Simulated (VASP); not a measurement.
# TiRe2Se6 (Fm-3m) in VASP: single point with PBE

Aim: the single point of TiRe2Se6 with PBE.

Program: VASP 6.6.1. These are calculated values, not measurements. Logs are shortened: lines on timing, memory, paths and dates and some standing lists are left out, and cuts for length are marked.

### Step 1. The cell of the first run

The structure is cubic, space group Fm-3m (No. 225). Conventional cell: a = 9.773 Å, b = 9.773 Å, c = 9.773 Å, α = 90.00°, β = 90.00°, γ = 90.00°. Within 4.5 Å of Ti (site symmetry m-3m) lie 12 Se at 3.46 Å and 8 Re at 4.23 Å. Within 3.2 Å of Re (site symmetry -43m) lie 6 Se at 2.44 Å. Within 3.2 Å of Se (site symmetry mmm) lie 2 Re at 2.44 Å.

### Step 2. Single point, PBE, collinear spin, ferrimagnetic start

File INCAR:

```
PREC = Accurate ; ENCUT = 520
EDIFF = 1E-7 ; ISMEAR = 0
SIGMA = 0.1 ; LREAL = F
LASPH = T ; NELM = 150
ALGO = Normal ; ISIF = 2
LWAVE = F ; LCHARG = T
ISPIN = 2 ; MAGMOM = 1 1 -1 0 0 0 0 0 0
LORBIT = 11 ; LMAXMIX = 4
GGA = PE ; LELF = T
LVHAR = T ; NBANDS = 45
```

File KPOINTS:

```
Automatic mesh
0
Gamma
  4 4 4
```

File POSCAR:

```
TiRe2Se6
1.0
    0.0000000000      4.8865891800      4.8865891800
    4.8865891800      0.0000000000      4.8865891800
    4.8865891800      4.8865891800      0.0000000000
Ti Re Se
1 2 6
Direct
    0.0000000000      0.0000000000      0.0000000000
    0.7500000000      0.7500000000      0.7500000000
    0.2500000000      0.2500000000      0.2500000000
    0.5000000000      0.0000000000      0.0000000000
    0.0000000000      0.5000000000      0.5000000000
    0.0000000000      0.5000000000      0.0000000000
    0.5000000000      0.0000000000      0.5000000000
    0.0000000000      0.0000000000      0.5000000000
    0.5000000000      0.5000000000      0.0000000000
```

Potentials or basis: VASP PAW PBE potentials, release 64 (Ti_sv, Re, Se).

Command:

```sh
cat potpaw_PBE.64/Ti_sv/POTCAR potpaw_PBE.64/Re/POTCAR potpaw_PBE.64/Se/POTCAR > POTCAR
mpirun -np 1 vasp_std > vasp.out
```

OUTCAR:

```text
PREC = Accurate
   ENCUT = 520
   EDIFF = 1E-7
   ISMEAR = 0
   LREAL = F
   LASPH = T
   NELM = 150
   ISIF = 2
   ISPIN = 2
   LORBIT = 11
   GGA = PE

 ion  position               nearest neighbor table
   1  0.000  0.000  0.000-
   2  0.750  0.750  0.750-   4 2.44   5 2.44   6 2.44   7 2.44   8 2.44   9 2.44
   3  0.250  0.250  0.250-   4 2.44   5 2.44   6 2.44   7 2.44   8 2.44   9 2.44
   4  0.500  0.000  0.000-   2 2.44   3 2.44
   5  0.000  0.500  0.500-   2 2.44   3 2.44
   6  0.000  0.500  0.000-   2 2.44   3 2.44
   7  0.500  0.000  0.500-   2 2.44   3 2.44
   8  0.000  0.000  0.500-   2 2.44   3 2.44
   9  0.500  0.500  0.000-   2 2.44   3 2.44

  LATTYP: Found a face centered cubic cell.
 ALAT       =     9.7731783600

  Lattice vectors:

 A1 = (   0.0000000000,   4.8865891800,   4.8865891800)
 A2 = (   4.8865891800,   0.0000000000,   4.8865891800)
 A3 = (   4.8865891800,   4.8865891800,   0.0000000000)

Analysis of symmetry for initial positions (statically):
=====================================================================
 Subroutine PRICEL returns:
 Original cell was already a primitive cell.

 Routine SETGRP: Setting up the symmetry group for a
 face centered cubic supercell.

 Subroutine GETGRP returns: Found 48 space group operations
 (whereof 48 operations were pure point group operations)
 out of a pool of 48 trial point group operations.

The static configuration has the point symmetry O_h .

Analysis of symmetry for dynamics (positions and initial velocities):
=====================================================================
 Subroutine PRICEL returns:
 Original cell was already a primitive cell.

 Routine SETGRP: Setting up the symmetry group for a
 face centered cubic supercell.

 Subroutine GETGRP returns: Found 48 space group operations
 (whereof 48 operations were pure point group operations)
 out of a pool of 48 trial point group operations.

The dynamic configuration has the point symmetry O_h .

Analysis of structural, dynamic, and magnetic symmetry:
=====================================================================
 Subroutine PRICEL returns:
 Original cell was already a primitive cell.

 Routine SETGRP: Setting up the symmetry group for a
 face centered cubic supercell.

 Subroutine GETGRP returns: Found 24 space group operations
 (whereof 24 operations were pure point group operations)
 out of a pool of 48 trial point group operations.

The overall configuration has the point symmetry T_d .

 Subroutine INISYM returns: Found 24 space group operations
 (whereof 24 operations are pure point group operations),
 and found     1 'primitive' translations

----------------------------------------------------------------------------------------

                                     Primitive cell

  volume of cell :     233.3713

  direct lattice vectors                    reciprocal lattice vectors
     0.000000000  4.886589180  4.886589180    -0.102320858  0.102320858  0.102320858
     4.886589180  0.000000000  4.886589180     0.102320858 -0.102320858  0.102320858
     4.886589180  4.886589180  0.000000000     0.102320858  0.102320858 -0.102320858

  length of vectors
     6.910680692  6.910680692  6.910680692     0.177224926  0.177224926  0.177224926

  position of ions in fractional coordinates (direct lattice)
     0.000000000  0.000000000  0.000000000
     0.750000000  0.750000000  0.750000000
     0.250000000  0.250000000  0.250000000
     0.500000000  0.000000000  0.000000000
     0.000000000  0.500000000  0.500000000
     0.000000000  0.500000000  0.000000000
     0.500000000  0.000000000  0.500000000
     0.000000000  0.000000000  0.500000000
     0.500000000  0.500000000  0.000000000

  ion indices of the primitive-cell ions
   primitive index   ion index
                 1           1
                 2           2
                 3           3
                 4           4
                 5           5
                 6           6
                 7           7
                 8           8
                 9           9

----------------------------------------------------------------------------------------

 KPOINTS: Automatic mesh

Automatic generation of k-mesh.
 Grid dimensions read from file:
 generate k-points for:    4    4    4

 Generating k-lattice:

  Cartesian coordinates                     Fractional coordinates (reciprocal lattice)
    -0.025580215  0.025580215  0.025580215     0.250000000  0.000000000  0.000000000
     0.025580215 -0.025580215  0.025580215     0.000000000  0.250000000  0.000000000
     0.025580215  0.025580215 -0.025580215     0.000000000  0.000000000  0.250000000

  Length of vectors
     0.044306231  0.044306231  0.044306231

  Shift w.r.t. Gamma in fractional coordinates (k-lattice)
     0.000000000  0.000000000  0.000000000

 Subroutine IBZKPT returns following result:
 ===========================================

 Found      8 irreducible k-points:

 Following reciprocal coordinates:
            Coordinates               Weight
  0.000000  0.000000  0.000000      1.000000
  0.250000  0.000000  0.000000      8.000000
  0.500000  0.000000  0.000000      4.000000
  0.250000  0.250000  0.000000      6.000000
  0.500000  0.250000  0.000000     24.000000
 -0.250000  0.250000  0.000000     12.000000
  0.500000  0.500000  0.000000      3.000000
 -0.250000  0.500000  0.250000      6.000000
   k-points           NKPTS =      8   k-points in BZ     NKDIM =      8   number of bands    NBANDS=     45
   number of dos      NEDOS =    301   number of ions     NIONS =      9
   total plane-waves  NPLWV = 157464
   dimension x,y,z NGX =    54 NGY =   54 NGZ =   54
   dimension x,y,z NGXF=   108 NGYF=  108 NGZF=  108
   ions per type =               1   2   6
   NGX,Y,Z   is equivalent  to a cutoff of  12.99, 12.99, 12.99 a.u.
   NGXF,Y,Z  is equivalent  to a cutoff of  25.98, 25.98, 25.98 a.u.
 SYSTEM =  unknown system
   PREC   = accura    normal or accurate (medium, high low for compatibility)
   ISTART =      0    job   : 0-new  1-cont  2-samecut
   ICHARG =      2    charge: 1-file 2-atom 10-const
   ISPIN  =      2    spin polarized calculation?
   LNONCOLLINEAR =      F non collinear calculations
   LSORBIT =      F    spin-orbit coupling
   LASPH  =      T    aspherical Exc in radial PAW
   ENCUT  =  520.0 eV  38.22 Ry    6.18 a.u.  12.85 12.85 12.85*2*pi/ulx,y,z
   NELM   =    150;   NELMIN=  2; NELMDL= -5     # of ELM steps
   EDIFF  = 0.1E-06   stopping-criterion for ELM
   LREAL  =      F    real-space projection
   EDIFFG = 0.1E-05   stopping-criterion for IOM
   NSW    =      0    number of steps for IOM
   IBRION =     -1    ionic relax: 0-MD 1-quasi-New 2-CG
   NFREE  =      0    steps in history (QN), initial steepest desc. (CG)
   ISIF   =      2    stress and relaxation
   ISYM   =      2    0-nonsym 1-usesym 2-fastsym
   POTIM  = 0.5000    time-step for ionic-motion
   TEBEG  =    0.0;   TEEND  =   0.0 temperature during run
   PSTRESS=    0.0 pullay stress
   NELECT =      62.0000    total number of electrons
   NUPDOWN=      -1.0000    fix difference up-down
   EMIN   =  10.00;   EMAX   =-10.00  energy-range for DOS
   EFERMI =   0.00;   METHOD = LEGACY
   ISMEAR =     0;   SIGMA  =   0.10  broadening in eV -4-tet -1-fermi 0-gaus
   EFERMI_NEDOS =   21; number of points for ismear=-14 and -15
   IALGO  =     38    algorithm
   IMIX   =      4    mixing-type and parameters
     AMIX     =   0.40;   BMIX     =  1.00
     AMIX_MAG =   1.60;   BMIX_MAG =  1.00
  volume/ion in A,a.u.               =      25.93       174.99
  Fermi-wavevector in a.u.,A,eV,Ry     =   1.052421  1.988788 15.069681  1.107590
  Thomas-Fermi vector in A             =   2.187503
   LORBIT       =     11    0 simple, 1 ext, 2 COOP (PROOUT), +10 PAW based schemes
   GGA     = PE    functional components
   LHFCALC =     F    Hartree Fock is set to
   AEXX    =    0.0000 exact exchange contribution
   IVDW    =     0    specifies the selected vdW correction
   LEPSILON=     F    determine dielectric tensor
   LRPA    =     F    only Hartree local field effects (RPA)
 spin polarized calculation
 Gauss-broadening in eV      SIGMA  =   0.10
  energy-cutoff  :      520.00
  volume of cell :      233.37
 maximum number of plane-waves:      6346
 NGX is ok and might be reduce to    54
   NGX = 25   NGY = 25   NGZ = 25

 number of electron      62.0000004 magnetization       0.0008313

 number of electron      62.0000004 magnetization      -0.0009892

 Free energy of the ion-electron system (eV)
  ---------------------------------------------------
  ext. energy  EPLUGINS =         0.00000000
  ---------------------------------------------------
  free energy    TOTEN  =       -48.28276097 eV

  energy without entropy =      -48.18963046  energy(sigma->0) =      -48.23619572

 E-fermi :   3.4890     XC(G=0):  -9.2064

 val. band max:        3.4619965107   @ k =  -0.2500   0.5000   0.2500
 cond. band min:       3.4957696792   @ k =  -0.2500   0.2500   0.0000
 fundamental gap:      0.0337731686
 Fermi energy:         3.4889843546

 spin component 1

 k-point     1 :       0.0000    0.0000    0.0000
  band No.  band energies     occupation
      1     -54.7038      1.00000
      2     -30.9560      1.00000
      3     -30.9560      1.00000
      4     -30.9560      1.00000
      5     -11.1595      1.00000
      6      -9.5346      1.00000
[... 35 lines left out ...]
     42       4.0550      0.00000
     43       6.1609      0.00000
[... 280 lines left out ...]
      2     -30.9560      1.00000
      3     -30.9560      1.00000
      4     -30.9560      1.00000
      5     -10.4384      1.00000
      6     -10.4384      1.00000
[... 35 lines left out ...]
     42       6.7452      0.00000
     43       6.8876      0.00000
 Fermi energy:         3.4889843546

 spin component 2

 k-point     1 :       0.0000    0.0000    0.0000
  band No.  band energies     occupation
      1     -54.7039      1.00000
      2     -30.9562      1.00000
      3     -30.9562      1.00000
      4     -30.9562      1.00000
      5     -11.1596      1.00000
      6      -9.5346      1.00000
[... 35 lines left out ...]
     42       4.0548      0.00000
     43       6.1608      0.00000
[... 280 lines left out ...]
      2     -30.9562      1.00000
      3     -30.9562      1.00000
      4     -30.9562      1.00000
      5     -10.4384      1.00000
      6     -10.4384      1.00000
[... 35 lines left out ...]
     42       6.7451      0.00000
     43       6.8875      0.00000
 [bands above 43 left out]

------------------------ aborting loop because EDIFF is reached ----------------------------------------

  FORCE on cell =-STRESS in cart. coord.  units (eV):
  Direction    XX          YY          ZZ          XY          YZ          ZX
  --------------------------------------------------------------------------------------
  -------------------------------------------------------------------------------------
  Total        0.6117990      0.6117990      0.6117990      0.0000000      0.0000000     -0.0000000
  in kB        4.2002183      4.2002183      4.2002183      0.0000000      0.0000000     -0.0000000
  external PRESSURE =       4.2002183 kB  Pullay stress =       0.0000000 kB

 VOLUME and BASIS-vectors are now :
 -----------------------------------------------------------------------------
  energy-cutoff  :      520.00
  volume of cell :      233.37
      direct lattice vectors                 reciprocal lattice vectors
     0.000000000  4.886589180  4.886589180    -0.102320858  0.102320858  0.102320858
     4.886589180  0.000000000  4.886589180     0.102320858 -0.102320858  0.102320858
     4.886589180  4.886589180  0.000000000     0.102320858  0.102320858 -0.102320858

 POSITION                                       TOTAL-FORCE (eV/Angst)
 -----------------------------------------------------------------------------------
      0.00000      0.00000      0.00000         0.000000      0.000000      0.000000
      7.32988      7.32988      7.32988         0.000000      0.000000      0.000000
      2.44329      2.44329      2.44329         0.000000      0.000000      0.000000
      0.00000      2.44329      2.44329         0.000002      0.000000      0.000000
      4.88659      2.44329      2.44329        -0.000002      0.000000      0.000000
      2.44329      0.00000      2.44329         0.000000      0.000002      0.000000
      2.44329      4.88659      2.44329         0.000000     -0.000002      0.000000
      2.44329      2.44329      0.00000         0.000000      0.000000      0.000002
      2.44329      2.44329      4.88659         0.000000      0.000000     -0.000002
 -----------------------------------------------------------------------------------
    total drift:                               -0.000000     -0.000000     -0.000000

  FREE ENERGIE OF THE ION-ELECTRON SYSTEM (eV)
  ---------------------------------------------------
  free  energy   TOTEN  =       -48.2827609687 eV

  energy  without entropy=      -48.1896304616  energy(sigma->0) =      -48.23619572

 total charge

# of ion       s       p       d       tot
------------------------------------------
    1        2.082   5.964   1.860   9.906
    2        0.496   0.534   4.884   5.915
    3        0.496   0.534   4.884   5.915
    4        1.467   2.325   0.053   3.845
    5        1.467   2.325   0.053   3.845
    6        1.467   2.325   0.053   3.845
    7        1.467   2.325   0.053   3.845
    8        1.467   2.325   0.053   3.845
    9        1.467   2.325   0.053   3.845
--------------------------------------------------
tot         11.875  20.982  11.948  44.805

 magnetization (x)

# of ion       s       p       d       tot
------------------------------------------
    1       -0.000  -0.000  -0.000  -0.000
    2       -0.000   0.000  -0.000  -0.000
    3       -0.000   0.000  -0.000  -0.000
    4       -0.000  -0.000  -0.000  -0.000
    5       -0.000  -0.000  -0.000  -0.000
    6       -0.000  -0.000  -0.000  -0.000
    7       -0.000  -0.000  -0.000  -0.000
    8       -0.000  -0.000  -0.000  -0.000
    9       -0.000  -0.000  -0.000  -0.000
--------------------------------------------------
tot         -0.000  -0.000  -0.001  -0.001
```

It took 8.3 min on 1 thread of Intel Xeon Platinum 8488C (Sapphire Rapids), shared host; peak memory 0.58 GiB.

Results:

```
Free energy                                           : -48.2828 eV
Pressure                                              : 0.4 GPa
Band gap on the k mesh                                : zero (filled and empty bands overlap)
Net moment                                            : 0.00 μB per cell
Valence electrons inside the program's atomic spheres : Ti 9.91; Re 5.92; Se 3.85
```

Caveat: spin-orbit coupling is left out, which moves the levels of the heavy elements.
